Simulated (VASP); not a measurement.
# C (Fd-3m) in VASP: further runs

Runs on C. Level: r2SCAN. Tasks: single point.

Everything below comes from runs of VASP 6.6.1. Logs are shortened: lines on timing, memory, paths and dates and some standing lists are left out, and cuts for length are marked.

### 1 The cell of the first run

Symmetry: Fd-3m, No. 227, cubic system. The conventional cell has a = 3.607 Å, b = 3.607 Å, c = 3.607 Å, α = 90.00°, β = 90.00°, γ = 90.00°. Within 2.1 Å of C (site symmetry -43m) lie 4 C at 1.56 Å.

### 2 Single point, r2SCAN (volume scaled by 1.04)

File POSCAR:

```
C
1.0
    0.0000000000      1.8035734383      1.8035734383
    1.8035734383      0.0000000000      1.8035734383
    1.8035734383      1.8035734383      0.0000000000
C
2
Direct
    0.5000000000      0.5000000000      0.5000000000
    0.7500000000      0.7500000000      0.7500000000
```

File INCAR.step1:

```
ALGO = Normal
EDIFF = 1E-4
ENCUT = 520
GGA = PE
ISMEAR = -1
LASPH = True
LCHARG = False
LREAL = False
LWAVE = True
NBANDS = 11
NELM = 100
PREC = Accurate
SIGMA = 0.05
```

File INCAR.step2:

```
ALGO = Normal
EDIFF = 1E-6
ENCUT = 520
ISIF = 2
ISMEAR = -1
ISTART = 1
LASPH = True
LCHARG = True
LELF = True
LMIXTAU = True
LREAL = False
LVHAR = True
LWAVE = False
METAGGA = R2SCAN
NBANDS = 11
NELM = 100
PREC = Accurate
SIGMA = 0.05
```

File KPOINTS:

```
k-points
0
Gamma
  13 13 13
```

Potentials or basis: VASP PAW PBE potentials, release 64 (C).

Launch:

```sh
$ cat potpaw_PBE.64/C/POTCAR > POTCAR
$ cp INCAR.step1 INCAR
$ mpirun -np 1 vasp_std > vasp.out
$ cp INCAR.step2 INCAR
$ mpirun -np 1 vasp_std > vasp.out
```

OUTCAR:

```text
EDIFF = 1E-6
   ENCUT = 520
   ISIF = 2
   ISMEAR = -1
   ISTART = 1
   LASPH = True
   LREAL = False
   METAGGA = R2SCAN
   NELM = 100
   PREC = Accurate

 ion  position               nearest neighbor table
   1  0.500  0.500  0.500-   2 1.56   2 1.56   2 1.56   2 1.56
   2  0.750  0.750  0.750-   1 1.56   1 1.56   1 1.56   1 1.56

  LATTYP: Found a face centered cubic cell.
 ALAT       =     3.6071468766

  Lattice vectors:

 A1 = (   0.0000000000,   1.8035734383,   1.8035734383)
 A2 = (   1.8035734383,   0.0000000000,   1.8035734383)
 A3 = (   1.8035734383,   1.8035734383,   0.0000000000)

Analysis of symmetry for initial positions (statically):
=====================================================================
 Subroutine PRICEL returns:
 Original cell was already a primitive cell.

 Routine SETGRP: Setting up the symmetry group for a
 face centered cubic supercell.

 Subroutine GETGRP returns: Found 48 space group operations
 (whereof 24 operations were pure point group operations)
 out of a pool of 48 trial point group operations.

The static configuration has the point symmetry T_d .
 The point group associated with its full space group is O_h .

Analysis of symmetry for dynamics (positions and initial velocities):
=====================================================================
 Subroutine PRICEL returns:
 Original cell was already a primitive cell.

 Routine SETGRP: Setting up the symmetry group for a
 face centered cubic supercell.

 Subroutine GETGRP returns: Found 48 space group operations
 (whereof 24 operations were pure point group operations)
 out of a pool of 48 trial point group operations.

The dynamic configuration has the point symmetry T_d .
 The point group associated with its full space group is O_h .

 Subroutine INISYM returns: Found 48 space group operations
 (whereof 24 operations are pure point group operations),
 and found     1 'primitive' translations

----------------------------------------------------------------------------------------

                                     Primitive cell

  volume of cell :      11.7336

  direct lattice vectors                    reciprocal lattice vectors
     0.000000000  1.803573438  1.803573438    -0.277227414  0.277227414  0.277227414
     1.803573438  0.000000000  1.803573438     0.277227414 -0.277227414  0.277227414
     1.803573438  1.803573438  0.000000000     0.277227414  0.277227414 -0.277227414

  length of vectors
     2.550638017  2.550638017  2.550638017     0.480171966  0.480171966  0.480171966

  position of ions in fractional coordinates (direct lattice)
     0.500000000  0.500000000  0.500000000
     0.750000000  0.750000000  0.750000000

  ion indices of the primitive-cell ions
   primitive index   ion index
                 1           1
                 2           2

----------------------------------------------------------------------------------------

 KPOINTS: k-points

Automatic generation of k-mesh.
 Grid dimensions read from file:
 generate k-points for:   13   13   13

 Generating k-lattice:

  Cartesian coordinates                     Fractional coordinates (reciprocal lattice)
    -0.021325186  0.021325186  0.021325186     0.076923077  0.000000000  0.000000000
     0.021325186 -0.021325186  0.021325186     0.000000000  0.076923077  0.000000000
     0.021325186  0.021325186 -0.021325186     0.000000000  0.000000000  0.076923077

  Length of vectors
     0.036936305  0.036936305  0.036936305

  Shift w.r.t. Gamma in fractional coordinates (k-lattice)
     0.000000000  0.000000000  0.000000000

 Subroutine IBZKPT returns following result:
 ===========================================

 Found     84 irreducible k-points:

 Following reciprocal coordinates:
            Coordinates               Weight
  0.000000  0.000000  0.000000      1.000000
  0.076923  0.000000  0.000000      8.000000
  0.153846  0.000000  0.000000      8.000000
  0.230769  0.000000  0.000000      8.000000
  0.307692  0.000000  0.000000      8.000000
  0.384615  0.000000  0.000000      8.000000
[... 16 lines left out ...]
  0.384615  0.153846  0.000000     24.000000
  0.461538  0.153846  0.000000     24.000000
 [... further k-points ...]
   k-points           NKPTS =     84   k-points in BZ     NKDIM =     84   number of bands    NBANDS=     11
   number of dos      NEDOS =    301   number of ions     NIONS =      2
   total plane-waves  NPLWV =   8000
   dimension x,y,z NGX =    20 NGY =   20 NGZ =   20
   dimension x,y,z NGXF=    40 NGYF=   40 NGZF=   40
   ions per type =               2
   NGX,Y,Z   is equivalent  to a cutoff of  13.04, 13.04, 13.04 a.u.
   NGXF,Y,Z  is equivalent  to a cutoff of  26.07, 26.07, 26.07 a.u.
 SYSTEM =  unknown system
   PREC   = accura    normal or accurate (medium, high low for compatibility)
   ISTART =      1    job   : 0-new  1-cont  2-samecut
   ICHARG =      0    charge: 1-file 2-atom 10-const
   ISPIN  =      1    spin polarized calculation?
   LNONCOLLINEAR =      F non collinear calculations
   LSORBIT =      F    spin-orbit coupling
   LASPH  =      T    aspherical Exc in radial PAW
   ENCUT  =  520.0 eV  38.22 Ry    6.18 a.u.   4.74  4.74  4.74*2*pi/ulx,y,z
   NELM   =    100;   NELMIN=  2; NELMDL=  0     # of ELM steps
   EDIFF  = 0.1E-05   stopping-criterion for ELM
   LREAL  =      F    real-space projection
   EDIFFG = 0.1E-04   stopping-criterion for IOM
   NSW    =      0    number of steps for IOM
   IBRION =     -1    ionic relax: 0-MD 1-quasi-New 2-CG
   NFREE  =      0    steps in history (QN), initial steepest desc. (CG)
   ISIF   =      2    stress and relaxation
   ISYM   =      2    0-nonsym 1-usesym 2-fastsym
   POTIM  = 0.5000    time-step for ionic-motion
   TEBEG  =    0.0;   TEEND  =   0.0 temperature during run
   PSTRESS=    0.0 pullay stress
   NELECT =       8.0000    total number of electrons
   NUPDOWN=      -1.0000    fix difference up-down
   EMIN   =  10.00;   EMAX   =-10.00  energy-range for DOS
   EFERMI =   0.00;   METHOD = LEGACY
   ISMEAR =    -1;   SIGMA  =   0.05  broadening in eV -4-tet -1-fermi 0-gaus
   EFERMI_NEDOS =   21; number of points for ismear=-14 and -15
   IALGO  =     38    algorithm
   IMIX   =      4    mixing-type and parameters
     AMIX     =   0.40;   BMIX     =  1.00
     AMIX_MAG =   1.60;   BMIX_MAG =  1.00
  volume/ion in A,a.u.               =       5.87        39.59
  Fermi-wavevector in a.u.,A,eV,Ry     =   1.440880  2.722867 28.247515  2.076134
  Thomas-Fermi vector in A             =   2.559574
   LORBIT       =      0    0 simple, 1 ext, 2 COOP (PROOUT), +10 PAW based schemes
   METAGGA = R2SCAN    functional components
   LHFCALC =     F    Hartree Fock is set to
   AEXX    =    0.0000 exact exchange contribution
   IVDW    =     0    specifies the selected vdW correction
   LEPSILON=     F    determine dielectric tensor
   LRPA    =     F    only Hartree local field effects (RPA)
 non-spin polarized calculation
  energy-cutoff  :      520.00
  volume of cell :       11.73
 maximum number of plane-waves:       331
   NGX =  9   NGY =  9   NGZ =  9

 number of electron       8.0000000 magnetization

 Free energy of the ion-electron system (eV)
  ---------------------------------------------------
  ext. energy  EPLUGINS =         0.00000000
  ---------------------------------------------------
  free energy    TOTEN  =       -19.63712468 eV

  energy without entropy =      -19.63712468  energy(sigma->0) =      -19.63712468

 E-fermi :  10.2107     XC(G=0): -14.0732

 val. band max:        9.2278681621   @ k =   0.0000   0.0000   0.0000
 cond. band min:      13.4888971337   @ k =   0.3846   0.3846   0.0000
 fundamental gap:      4.2610289716
 Fermi energy:        10.2107357942

 k-point     1 :       0.0000    0.0000    0.0000
  band No.  band energies     occupation
      1     -13.0051      2.00000
      2       9.2279      2.00000
      3       9.2279      2.00000
      4       9.2279      2.00000
      5      14.9704      0.00000
      6      14.9704      0.00000
      7      14.9704      0.00000
      8      22.2445      0.00000
      9      29.1618      0.00000
     10      36.2444      0.00000
     11      36.2444      0.00000

 k-point     2 :       0.0769    0.0000    0.0000
  band No.  band energies     occupation
      1     -12.8378      2.00000
      2       8.1128      2.00000
      3       8.9409      2.00000
      4       8.9409      2.00000
      5      15.3467      0.00000
      6      15.3467      0.00000
      7      15.6090      0.00000
      8      22.4399      0.00000
      9      29.4554      0.00000
     10      34.4128      0.00000
     11      34.4128      0.00000

 k-point     3 :       0.1538    0.0000    0.0000
  band No.  band energies     occupation
      1     -12.3379      2.00000
      2       5.7533      2.00000
      3       8.2933      2.00000
      4       8.2933      2.00000
      5      16.2005      0.00000
      6      16.2005      0.00000
      7      16.5999      0.00000
      8      23.0152      0.00000
      9      30.1114      0.00000
     10      32.8239      0.00000
     11      32.8239      0.00000
[... 267 lines left out ...]
 k-point    23 :       0.3846    0.1538    0.0000
  band No.  band energies     occupation
      1      -9.3642      2.00000
      2      -0.1016      2.00000
      3       5.2652      2.00000
      4       5.3289      2.00000
      5      16.0592      0.00000
      6      20.0435      0.00000
      7      20.2680      0.00000
      8      22.2845      0.00000
      9      31.2208      0.00000
     10      31.7518      0.00000
     11      36.9269      0.00000

 k-point    24 :       0.4615    0.1538    0.0000
  band No.  band energies     occupation
      1      -7.9275      2.00000
      2      -2.3728      2.00000
      3       4.6192      2.00000
      4       5.2224      2.00000
      5      16.5097      0.00000
      6      20.1390      0.00000
      7      20.1722      0.00000
      8      23.6178      0.00000
      9      30.6079      0.00000
     10      33.1808      0.00000
     11      37.0769      0.00000

 [... further k-points ...]

------------------------ aborting loop because EDIFF is reached ----------------------------------------

  FORCE on cell =-STRESS in cart. coord.  units (eV):
  Direction    XX          YY          ZZ          XY          YZ          ZX
  --------------------------------------------------------------------------------------
  -------------------------------------------------------------------------------------
  Total       -1.1337194     -1.1337194     -1.1337194     -0.0000000     -0.0000000     -0.0000000
  in kB     -154.8048867   -154.8048867   -154.8048867     -0.0000000     -0.0000000     -0.0000000
  external PRESSURE =    -154.8048867 kB  Pullay stress =       0.0000000 kB

 VOLUME and BASIS-vectors are now :
 -----------------------------------------------------------------------------
  energy-cutoff  :      520.00
  volume of cell :       11.73
      direct lattice vectors                 reciprocal lattice vectors
     0.000000000  1.803573438  1.803573438    -0.277227414  0.277227414  0.277227414
     1.803573438  0.000000000  1.803573438     0.277227414 -0.277227414  0.277227414
     1.803573438  1.803573438  0.000000000     0.277227414  0.277227414 -0.277227414

 POSITION                                       TOTAL-FORCE (eV/Angst)
 -----------------------------------------------------------------------------------
      1.80357      1.80357      1.80357        -0.000000     -0.000000     -0.000000
      2.70536      2.70536      2.70536         0.000000      0.000000      0.000000
 -----------------------------------------------------------------------------------
    total drift:                                0.000000     -0.000000      0.000000

  FREE ENERGIE OF THE ION-ELECTRON SYSTEM (eV)
  ---------------------------------------------------
  free  energy   TOTEN  =       -19.6371246825 eV

  energy  without entropy=      -19.6371246825  energy(sigma->0) =      -19.63712468
```

Wall time 17 s (1 thread of Intel Xeon 6975P-C (Granite Rapids), shared host); peak memory 0.12 GiB.

What came out:

```yaml
Free_energy: -19.6371 eV
Pressure: -15.5 GPa
Band_gap_on_the_k_mesh: 4.26 eV, indirect (least direct gap 5.74 eV)
```

Caveat: the PAW data sets were made with another functional, which shifts forces and pressure a little. A k mesh can miss the band edges.

### 3 Single point, r2SCAN (volume scaled by 1.08)

File POSCAR:

```
C
1.0
    0.0000000000      1.8264059057      1.8264059057
    1.8264059057      0.0000000000      1.8264059057
    1.8264059057      1.8264059057      0.0000000000
C
2
Direct
    0.5000000000      0.5000000000      0.5000000000
    0.7500000000      0.7500000000      0.7500000000
```

File INCAR.step1:

```
SYSTEM = C
ALGO     = Normal         ! electronic algorithm
EDIFF    = 1E-4           ! SCF threshold, eV
ENCUT    = 520            ! plane-wave cutoff, eV
GGA      = PE             ! functional
ISMEAR   = -1             ! smearing method
LASPH    = .TRUE.         ! aspherical terms in the spheres
LCHARG   = .FALSE.        ! write CHGCAR
LREAL    = .FALSE.        ! projectors in reciprocal space
LWAVE    = .TRUE.         ! write WAVECAR
NBANDS   = 11             ! bands
NELM     = 80             ! most SCF steps
PREC     = Accurate       ! precision mode
SIGMA    = 0.05           ! smearing width, eV
```

File INCAR.step2:

```
SYSTEM = C
ALGO     = Normal         ! electronic algorithm
EDIFF    = 1E-7           ! SCF threshold, eV
ENCUT    = 520            ! plane-wave cutoff, eV
ISIF     = 2              ! what is computed and relaxed
ISMEAR   = -1             ! smearing method
ISTART   = 1            
LASPH    = .TRUE.         ! aspherical terms in the spheres
LCHARG   = .TRUE.         ! write CHGCAR
LELF     = .TRUE.         ! ELF
LMIXTAU  = .TRUE.       
LREAL    = .FALSE.        ! projectors in reciprocal space
LVHAR    = .TRUE.       
LWAVE    = .FALSE.        ! write WAVECAR
METAGGA  = R2SCAN         ! meta-GGA
NBANDS   = 11             ! bands
NELM     = 80             ! most SCF steps
PREC     = Accurate       ! precision mode
SIGMA    = 0.05           ! smearing width, eV
```

File KPOINTS:

```
k-points
0
G
  13 13 13
  0 0 0
```

Potentials or basis: VASP PAW PBE potentials, release 64 (C).

Launch:

```sh
$ cat potpaw_PBE.64/C/POTCAR > POTCAR
$ cp INCAR.step1 INCAR
$ mpirun -np 1 vasp_std > vasp.out
$ cp INCAR.step2 INCAR
$ mpirun -np 1 vasp_std > vasp.out
```

It took 19 s on 1 thread of Intel Xeon 6975P-C (Granite Rapids), shared host; peak memory 0.12 GiB.

The run converged. Its results:

| Item | Value |
| --- | --- |
| Free energy | -19.5743 eV |
| Pressure | -29.3 GPa |
| Band gap on the k mesh | 4.18 eV, indirect (least direct gap 5.64 eV) |

Levels at points of the mesh, in eV from the valence-band top:
| k point | band 1 | band 2 | band 3 | band 4 | band 5 | band 6 | band 7 | band 8 | band 9 |
| --- | --- | --- | --- | --- | --- | --- | --- | --- | --- |
| (0.00, 0.00, 0.00) | -21.73 | 0.00 | 0.00 | 0.00 | 5.64 | 5.64 | 5.64 | 12.14 | 19.44 |

Caveat: the PAW data sets were made with another functional, which shifts forces and pressure a little. A k mesh can miss the band edges.
